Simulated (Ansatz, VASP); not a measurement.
**Ba5HfO2: VASP beside Ansatz**

Contents of INCAR:

```
PREC     = Accurate       # precision mode
ENCUT    = 600            # plane-wave cutoff, eV
EDIFF    = 1E-6           # SCF threshold, eV
ISMEAR   = 0              # smearing method
SIGMA    = 0.2            # smearing width, eV
LREAL    = False          # projectors in reciprocal space
LASPH    = True           # aspherical terms in the spheres
NELM     = 80             # most SCF steps
ALGO     = Normal         # electronic algorithm
ISIF     = 3              # what is computed and relaxed
LWAVE    = False          # write WAVECAR
LCHARG   = False          # write CHGCAR
GGA      = PE             # functional
IBRION   = 2              # ionic algorithm
NSW      = 36             # ionic steps
EDIFFG   = -0.08          # ionic threshold
```

Contents of KPOINTS:

```
Automatic mesh
0
Gamma
  5 5 1
```

Contents of POSCAR:

```
Ba5HfO2
1.0
    3.8500000000      0.0000000000      0.0000000000
   -1.9250000000      3.3341978000      0.0000000000
    0.0000000000      0.0000000000     17.5000000000
Ba Hf O
5 1 2
Direct
    0.0000000000      0.0000000000      0.5000000000
    0.6666666700      0.3333333300      0.3300000000
    0.3333333300      0.6666666700      0.6700000000
    0.3333333300      0.6666666700      0.1550000000
    0.6666666700      0.3333333300      0.8450000000
    0.0000000000      0.0000000000      0.0000000000
    0.6666666700      0.3333333300      0.5850000000
    0.3333333300      0.6666666700      0.4150000000
```

Input for Ansatz:

```yaml
crystal:
  lattice:
    - [3.85, 0.0, 0.0]
    - [-1.925, 3.3341978, 0.0]
    - [0.0, 0.0, 17.5]
  atoms:
    - { symbol: Ba, position: [0.0, 0.0, 0.5] }
    - { symbol: Ba, position: [0.66666667, 0.33333333, 0.33] }
    - { symbol: Ba, position: [0.33333333, 0.66666667, 0.67] }
    - { symbol: Ba, position: [0.33333333, 0.66666667, 0.155] }
    - { symbol: Ba, position: [0.66666667, 0.33333333, 0.845] }
    - { symbol: Hf, position: [0.0, 0.0, 0.0] }
    - { symbol: O, position: [0.66666667, 0.33333333, 0.585] }
    - { symbol: O, position: [0.33333333, 0.66666667, 0.415] }
basis:
  ecutwfc: 420
kpoints:
  mp_grid: { grid: [5, 5, 1] }
hamiltonian:
  xc: pbe
scf:
  occupations: { method: gaussian, width: 0.2 }
  lower_state_search: "off"
output:
  forces: true
  stress: true
  eigenvalues: true
relax:
  adjacent_minimum: "off"
  f_tol: 0.08
  max_steps: 16
  cell: { stress_tol: 0.8 }
```

Alike in both runs: task relaxation of cell and atoms; functional PBE; k mesh 5 × 5 × 1; occupations gaussian, width 0.2 eV; no spin polarisation.

```csv
,VASP,Ansatz
version,VASP 6.6.1,Ansatz 0.2.0
potentials or method,"VASP PAW PBE potentials, release 64 (Ba_sv, Hf_pv, O), cutoff 600 eV","scalar-relativistic, plane waves, PAW"
valence electrons in the cell,72,88
```

|  | VASP | Ansatz | Ansatz less VASP |
| --- | --- | --- | --- |
| gap on the k mesh at the Fermi level, each at its own relaxed structure (eV) | none | none | - |
| relaxed volume (Å³/atom) | 33.81 | 33.25 | -0.560 |
| relaxed cell length with the largest relative difference (Å) | 3.957 | 3.927 | -0.0307 |

A gap of «none» marks a metal or a gap that the smearing closes. VASP's potentials hold 72 valence electrons a cell and Ansatz's 88, so a difference there can come from the potentials and not from the codes.

The k mesh is coarse, so the values compare programs but aren't converged. Neither program's run includes spin-orbit coupling. Noted on VASP's run: the volume moved by over 15 % at a fixed basis, so the end points are rough.
